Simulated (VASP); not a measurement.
# TiAl: single point with PBE

TiAl:

```
Ti Al
1.0
     2.69944    0.00000    0.00000
     0.00000    2.69944    0.00000
     0.00000    0.00000    3.89120
Ti Al
1 1
Cartesian
  1.3497 1.3497 1.9456
  0.0000 0.0000 0.0000
```

```
Program                : VASP 6.6.1
Task                   : single point
Functional             : PBE
Potentials or basis    : VASP PAW PBE potentials, release 64 (Ti_sv, Al)
Cutoff                 : 520 eV
k mesh                 : 16 × 16 × 12
Occupations            : gaussian, width 0.1 eV
Spin                   : no spin polarisation
Dipole correction      : no
Further INCAR settings : ALGO = Fast; EDIFF = 1e-06; NBANDS = 14
```

```yaml
Pressure: 19.7 GPa
```

Levels at points of the mesh, in eV from the Fermi level:
| k point | band 5 | band 6 | band 7 | band 8 | band 9 | band 10 | band 11 | band 12 |
| --- | --- | --- | --- | --- | --- | --- | --- | --- |
| (0.00, 0.00, 0.00) | -9.65 | -2.14 | -1.04 | -0.16 | 2.52 | 2.52 | 3.89 | 7.24 |
| (0.50, 0.00, 0.00) | -4.94 | -4.59 | -1.97 | -0.30 | 2.00 | 2.97 | 5.28 | 5.61 |
| (0.50, 0.50, 0.00) | -3.59 | -0.58 | -0.36 | -0.36 | -0.34 | -0.34 | 4.98 | 6.29 |
| (0.00, 0.00, 0.50) | -7.96 | -5.55 | -0.83 | 0.72 | 2.11 | 2.11 | 3.91 | 8.20 |
| (0.50, 0.00, 0.50) | -5.28 | -3.14 | -1.24 | -0.99 | 1.59 | 2.05 | 2.68 | 4.63 |
| (0.50, 0.50, 0.50) | -2.97 | -2.58 | -2.58 | 2.53 | 2.59 | 2.76 | 4.80 | 4.80 |

It took 3.3 min on 1 thread of Intel(R) Xeon(R) Platinum 8259CL CPU @ 2.50GHz (Skylake/Cascade Lake), on a shared host, peak memory 0.24 GiB.
